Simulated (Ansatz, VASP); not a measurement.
## SrO in VASP and in Ansatz

```xyz
2
Lattice="0.0128 2.5698 2.5698 2.5826 0.0000 2.5826 2.5698 2.5698 0.0128" Properties=species:S:1:pos:R:3 pbc="T T T"
Sr    0.0000    0.0000    0.0000
O     2.5826    2.5698    2.5826
```

Change from the starting cell: strain +0.0100 x Voigt [0, 0, 0, 0, 1, 0], atoms carried along.

Alike in both runs: task single point; functional PBEsol; k mesh 8 × 8 × 8; occupations gaussian, width 0.05 eV; no spin polarisation.

|  | VASP | Ansatz |
| --- | --- | --- |
| version | VASP 6.6.1 | Ansatz 0.2.0 |
| potentials or method | VASP PAW PBE potentials, release 64 (Sr_sv, O), cutoff 520 eV | scalar-relativistic, plane waves, PAW |
| valence electrons in the cell | 16 | 16 |

```tsv
	VASP	Ansatz	Ansatz less VASP
gap on the k mesh at the Fermi level (eV)	3.14	3.19	+0.048
least direct gap on the mesh (eV)	3.23	3.27	+0.038
pressure (GPa)	-0.3	-0.9	-0.61
traceless stress, the component that is largest in VASP (GPa)	-0.55	-0.55	-0.001
```

VASP's potentials were made for PBE, not for PBEsol. The functional is the same, so the differences come from potentials, cutoffs and numerics.
